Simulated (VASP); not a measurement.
# MoS2 (P6_3/mmc) in VASP: a series of runs

The runs below take MoS2 through single point, with PBEsol.

All numbers are computed with VASP 6.6.1; they aren't measurements. Logs are shortened: lines on timing, memory, paths and dates and some standing lists are left out, and cuts for length are marked.

## Step 1: The cell of the first run

The structure is hexagonal, space group P6_3/mmc (No. 194). Conventional cell: a = 2.953 Å, b = 2.953 Å, c = 12.947 Å, α = 90.00°, β = 90.00°, γ = 120.00°. Within 3.1 Å of Mo (site symmetry -6m2) lie 6 S at 2.36 Å and 6 Mo at 2.95 Å. S (site symmetry 3m) has 3 Mo at 2.36 Å and 6 S at 2.95 Å within 3.1 Å.

## Step 2: Single point, PBEsol (biaxial strain in the a-b plane: -6.0 %, then relaxed in part)

The input, INCAR:

```
SYSTEM = MoS2
ALGO = Normal
EDIFF = 1E-6
ENCUT = 520
GGA = PS
ISIF = 2
ISMEAR = 0
LASPH = .True.
LCHARG = .True.
LELF = .True.
LREAL = .False.
LVHAR = .True.
LWAVE = .False.
NBANDS = 35
NELM = 80
PREC = Accurate
SIGMA = 0.02
```

The input, KPOINTS:

```
k-points
0
Gamma
  12 12 2
  0 0 0
```

The input, POSCAR:

```
MoS2
1.0
    2.9529050946      0.0000000000      0.0000000000
   -1.4764525473      2.5572908269      0.0000000000
    0.0000000000      0.0000000000     12.9474606635
Mo S
2 4
Direct
    0.6666666667      0.3333333333      0.2500000000
    0.3333333333      0.6666666667      0.7500000000
    0.6666666667      0.3333333333      0.6240750900
    0.3333333333      0.6666666667      0.3759249100
    0.6666666667      0.3333333333      0.8759249100
    0.3333333333      0.6666666667      0.1240750900
```

Potentials or basis: VASP PAW PBE potentials, release 64 (Mo_sv, S).

The run is started by

```console
> cat potpaw_PBE.64/Mo_sv/POTCAR potpaw_PBE.64/S/POTCAR > POTCAR
> mpirun -np 1 vasp_std > vasp.out
```

OUTCAR:

```text
SYSTEM = MoS2
   EDIFF = 1E-6
   ENCUT = 520
   GGA = PS
   ISIF = 2
   ISMEAR = 0
   LASPH = .True.
   LREAL = .False.
   NELM = 80
   PREC = Accurate

 ion  position               nearest neighbor table
   1  0.667  0.333  0.250-   4 2.36   6 2.36   4 2.36   6 2.36   4 2.36   6 2.36
   2  0.333  0.667  0.750-   3 2.36   5 2.36   3 2.36   5 2.36   3 2.36   5 2.36
   3  0.667  0.333  0.624-   2 2.36   2 2.36   2 2.36
   4  0.333  0.667  0.376-   1 2.36   1 2.36   1 2.36
   5  0.667  0.333  0.876-   2 2.36   2 2.36   2 2.36
   6  0.333  0.667  0.124-   1 2.36   1 2.36   1 2.36

  LATTYP: Found a hexagonal cell.
 ALAT       =     2.9529050946
 C/A-ratio  =     4.3846518085

  Lattice vectors:

 A1 = (   2.9529050946,   0.0000000000,   0.0000000000)
 A2 = (  -1.4764525473,   2.5572908269,   0.0000000000)
 A3 = (   0.0000000000,   0.0000000000,  12.9474606635)

Analysis of symmetry for initial positions (statically):
=====================================================================
 Subroutine PRICEL returns:
 Original cell was already a primitive cell.

 Routine SETGRP: Setting up the symmetry group for a
 hexagonal supercell.

 Subroutine GETGRP returns: Found 24 space group operations
 (whereof 12 operations were pure point group operations)
 out of a pool of 24 trial point group operations.

The static configuration has the point symmetry D_3d.
 The point group associated with its full space group is D_6h.

Analysis of symmetry for dynamics (positions and initial velocities):
=====================================================================
 Subroutine PRICEL returns:
 Original cell was already a primitive cell.

 Routine SETGRP: Setting up the symmetry group for a
 hexagonal supercell.

 Subroutine GETGRP returns: Found 24 space group operations
 (whereof 12 operations were pure point group operations)
 out of a pool of 24 trial point group operations.

The dynamic configuration has the point symmetry D_3d.
 The point group associated with its full space group is D_6h.

 Subroutine INISYM returns: Found 24 space group operations
 (whereof 12 operations are pure point group operations),
 and found     1 'primitive' translations

----------------------------------------------------------------------------------------

                                     Primitive cell

  volume of cell :      97.7719

  direct lattice vectors                    reciprocal lattice vectors
     2.952905095  0.000000000  0.000000000     0.338649556  0.195519412  0.000000000
    -1.476452547  2.557290827  0.000000000     0.000000000  0.391038825  0.000000000
     0.000000000  0.000000000 12.947460663     0.000000000  0.000000000  0.077235222

  length of vectors
     2.952905095  2.952905095 12.947460663     0.391038825  0.391038825  0.077235222

  position of ions in fractional coordinates (direct lattice)
     0.666666667  0.333333333  0.250000000
     0.333333333  0.666666667  0.750000000
     0.666666667  0.333333333  0.624075090
     0.333333333  0.666666667  0.375924910
     0.666666667  0.333333333  0.875924910
     0.333333333  0.666666667  0.124075090

  ion indices of the primitive-cell ions
   primitive index   ion index
                 1           1
                 2           2
                 3           3
                 4           4
                 5           5
                 6           6

----------------------------------------------------------------------------------------

 KPOINTS: k-points

Automatic generation of k-mesh.
 Grid dimensions read from file:
 generate k-points for:   12   12    2

 Generating k-lattice:

  Cartesian coordinates                     Fractional coordinates (reciprocal lattice)
     0.028220796  0.016293284  0.000000000     0.083333333  0.000000000  0.000000000
     0.000000000  0.032586569  0.000000000     0.000000000  0.083333333  0.000000000
     0.000000000  0.000000000  0.038617611     0.000000000  0.000000000  0.500000000

  Length of vectors
     0.032586569  0.032586569  0.038617611

  Shift w.r.t. Gamma in fractional coordinates (k-lattice)
     0.000000000  0.000000000  0.000000000

 Subroutine IBZKPT returns following result:
 ===========================================

 Found     38 irreducible k-points:

 Following reciprocal coordinates:
            Coordinates               Weight
  0.000000  0.000000  0.000000      1.000000
  0.083333 -0.000000  0.000000      6.000000
  0.166667 -0.000000  0.000000      6.000000
  0.250000 -0.000000  0.000000      6.000000
  0.333333 -0.000000  0.000000      6.000000
  0.416667 -0.000000  0.000000      6.000000
[... 16 lines left out ...]
  0.250000 -0.000000  0.500000      6.000000
  0.333333 -0.000000  0.500000      6.000000
 [... further k-points ...]
   k-points           NKPTS =     38   k-points in BZ     NKDIM =     38   number of bands    NBANDS=     35
   number of dos      NEDOS =    301   number of ions     NIONS =      6
   total plane-waves  NPLWV =  55296
   dimension x,y,z NGX =    24 NGY =   24 NGZ =   96
   dimension x,y,z NGXF=    48 NGYF=   48 NGZF=  192
   ions per type =               2   4
   NGX,Y,Z   is equivalent  to a cutoff of  13.51, 13.51, 12.33 a.u.
   NGXF,Y,Z  is equivalent  to a cutoff of  27.02, 27.02, 24.65 a.u.
 SYSTEM =  MoS2
   PREC   = accura    normal or accurate (medium, high low for compatibility)
   ISTART =      0    job   : 0-new  1-cont  2-samecut
   ICHARG =      2    charge: 1-file 2-atom 10-const
   ISPIN  =      1    spin polarized calculation?
   LNONCOLLINEAR =      F non collinear calculations
   LSORBIT =      F    spin-orbit coupling
   LASPH  =      T    aspherical Exc in radial PAW
   ENCUT  =  520.0 eV  38.22 Ry    6.18 a.u.   5.49  5.49 24.07*2*pi/ulx,y,z
   NELM   =     80;   NELMIN=  2; NELMDL= -5     # of ELM steps
   EDIFF  = 0.1E-05   stopping-criterion for ELM
   LREAL  =      F    real-space projection
   EDIFFG = 0.1E-04   stopping-criterion for IOM
   NSW    =      0    number of steps for IOM
   IBRION =     -1    ionic relax: 0-MD 1-quasi-New 2-CG
   NFREE  =      0    steps in history (QN), initial steepest desc. (CG)
   ISIF   =      2    stress and relaxation
   ISYM   =      2    0-nonsym 1-usesym 2-fastsym
   POTIM  = 0.5000    time-step for ionic-motion
   TEBEG  =    0.0;   TEEND  =   0.0 temperature during run
   PSTRESS=    0.0 pullay stress
   NELECT =      52.0000    total number of electrons
   NUPDOWN=      -1.0000    fix difference up-down
   EMIN   =  10.00;   EMAX   =-10.00  energy-range for DOS
   EFERMI =   0.00;   METHOD = LEGACY
   ISMEAR =     0;   SIGMA  =   0.02  broadening in eV -4-tet -1-fermi 0-gaus
   EFERMI_NEDOS =   21; number of points for ismear=-14 and -15
   IALGO  =     38    algorithm
   IMIX   =      4    mixing-type and parameters
     AMIX     =   0.40;   BMIX     =  1.00
     AMIX_MAG =   1.60;   BMIX_MAG =  1.00
  volume/ion in A,a.u.               =      16.30       109.97
  Fermi-wavevector in a.u.,A,eV,Ry     =   1.326390  2.506513 23.936868  1.759310
  Thomas-Fermi vector in A             =   2.455780
   LORBIT       =      0    0 simple, 1 ext, 2 COOP (PROOUT), +10 PAW based schemes
   GGA     = PS    functional components
   LHFCALC =     F    Hartree Fock is set to
   AEXX    =    0.0000 exact exchange contribution
   IVDW    =     0    specifies the selected vdW correction
   LEPSILON=     F    determine dielectric tensor
   LRPA    =     F    only Hartree local field effects (RPA)
 non-spin polarized calculation
 Gauss-broadening in eV      SIGMA  =   0.02
  energy-cutoff  :      520.00
  volume of cell :       97.77
 maximum number of plane-waves:      2689
 NGX is ok and might be reduce to    24
   NGX = 11   NGY = 11   NGZ = 49

 number of electron      51.9999997 magnetization

 Free energy of the ion-electron system (eV)
  ---------------------------------------------------
  ext. energy  EPLUGINS =         0.00000000
  ---------------------------------------------------
  free energy    TOTEN  =       -46.14642595 eV

  energy without entropy =      -46.14642595  energy(sigma->0) =      -46.14642595

 E-fermi :   8.2624     XC(G=0): -11.4060

 val. band max:        7.9981757588   @ k =   0.3333   0.3333   0.0000
 cond. band min:       9.0828339026   @ k =   0.1667   0.1667   0.0000
 fundamental gap:      1.0846581438
 Fermi energy:         8.2624382927

 k-point     1 :       0.0000    0.0000    0.0000
  band No.  band energies     occupation
      1     -52.6296      2.00000
      2     -52.6296      2.00000
      3     -26.9854      2.00000
      4     -26.9853      2.00000
      5     -26.4138      2.00000
      6     -26.4138      2.00000
[... 27 lines left out ...]
     34      11.4983      0.00000
     35      15.4120      0.00000

 k-point     2 :       0.0833   -0.0000    0.0000
  band No.  band energies     occupation
      1     -52.6231      2.00000
      2     -52.6231      2.00000
      3     -26.9745      2.00000
      4     -26.9745      2.00000
      5     -26.4678      2.00000
      6     -26.4678      2.00000
[... 27 lines left out ...]
     34      11.5863      0.00000
     35      15.9348      0.00000

 k-point     3 :       0.1667   -0.0000    0.0000
  band No.  band energies     occupation
      1     -52.6052      2.00000
      2     -52.6052      2.00000
      3     -26.9448      2.00000
      4     -26.9447      2.00000
      5     -26.6134      2.00000
      6     -26.6134      2.00000
[... 27 lines left out ...]
     34      12.0277      0.00000
     35      16.2417      0.00000
[... 723 lines left out ...]
 k-point    23 :       0.2500   -0.0000    0.5000
  band No.  band energies     occupation
      1     -52.5806      2.00000
      2     -52.5806      2.00000
      3     -26.9039      2.00000
      4     -26.9039      2.00000
      5     -26.8078      2.00000
      6     -26.8078      2.00000
[... 27 lines left out ...]
     34      12.3296      0.00000
     35      15.9580      0.00000

 k-point    24 :       0.3333   -0.0000    0.5000
  band No.  band energies     occupation
      1     -52.5560      2.00000
      2     -52.5560      2.00000
      3     -26.9974      2.00000
      4     -26.9974      2.00000
      5     -26.8627      2.00000
      6     -26.8627      2.00000
[... 27 lines left out ...]
     34      12.5228      0.00000
     35      15.2875      0.00000

 [... further k-points ...]

------------------------ aborting loop because EDIFF is reached ----------------------------------------

  FORCE on cell =-STRESS in cart. coord.  units (eV):
  Direction    XX          YY          ZZ          XY          YZ          ZX
  --------------------------------------------------------------------------------------
  -------------------------------------------------------------------------------------
  Total       12.5439661     12.5439661     -0.0763019      0.0000000      0.0000000      0.0000000
  in kB      205.5565140    205.5565140     -1.2503509      0.0000000      0.0000000      0.0000000
  external PRESSURE =     136.6208924 kB  Pullay stress =       0.0000000 kB

 VOLUME and BASIS-vectors are now :
 -----------------------------------------------------------------------------
  energy-cutoff  :      520.00
  volume of cell :       97.77
      direct lattice vectors                 reciprocal lattice vectors
     2.952905095  0.000000000  0.000000000     0.338649556  0.195519412  0.000000000
    -1.476452547  2.557290827  0.000000000     0.000000000  0.391038825  0.000000000
     0.000000000  0.000000000 12.947460663     0.000000000  0.000000000  0.077235222

 POSITION                                       TOTAL-FORCE (eV/Angst)
 -----------------------------------------------------------------------------------
      1.47645      0.85243      3.23687        -0.000000      0.000000      0.000000
     -0.00000      1.70486      9.71060         0.000000     -0.000000      0.000000
      1.47645      0.85243      8.08019         0.000000     -0.000000      0.001237
     -0.00000      1.70486      4.86727        -0.000000      0.000000     -0.001237
      1.47645      0.85243     11.34100         0.000000     -0.000000     -0.001237
     -0.00000      1.70486      1.60646        -0.000000      0.000000      0.001237
 -----------------------------------------------------------------------------------
    total drift:                               -0.000000      0.000000     -0.000000

  FREE ENERGIE OF THE ION-ELECTRON SYSTEM (eV)
  ---------------------------------------------------
  free  energy   TOTEN  =       -46.1464259544 eV

  energy  without entropy=      -46.1464259544  energy(sigma->0) =      -46.14642595
```

It took 3.4 min on 1 thread of Intel Xeon 8259CL, shared host; peak memory 0.28 GiB.

What came out:

```
Free energy            : -46.1464 eV
Pressure               : 13.7 GPa
Band gap on the k mesh : 1.08 eV (least direct gap 1.85 eV)
```

Levels at points of the mesh, in eV from the valence-band top:
```tsv
k point	band 23	band 24	band 25	band 26	band 27	band 28	band 29	band 30
(0.00, 0.00, 0.00)	-0.95	-0.93	-0.93	-0.31	3.35	3.35	3.37	3.37
(0.50, 0.00, 0.00)	-0.97	-0.89	-0.48	-0.34	2.89	3.18	3.20	3.36
(0.00, 0.00, 0.50)	-0.94	-0.94	-0.65	-0.65	3.35	3.35	3.35	3.35
(0.50, 0.00, 0.50)	-0.93	-0.93	-0.41	-0.41	3.12	3.12	3.19	3.19
```

Caveat: the cell differs from its parent crystal (biaxial strain in the a-b plane: -6.0 %, then relaxed in part); the cell stands under pressure; the PAW data sets were made with another functional, which shifts forces and pressure a little; this functional lacks dispersion, which binds the layers, so the pressure and a relaxed spacing across them are unreliable. A k mesh can miss the band edges.

(Part 1 of 2 ends here.)
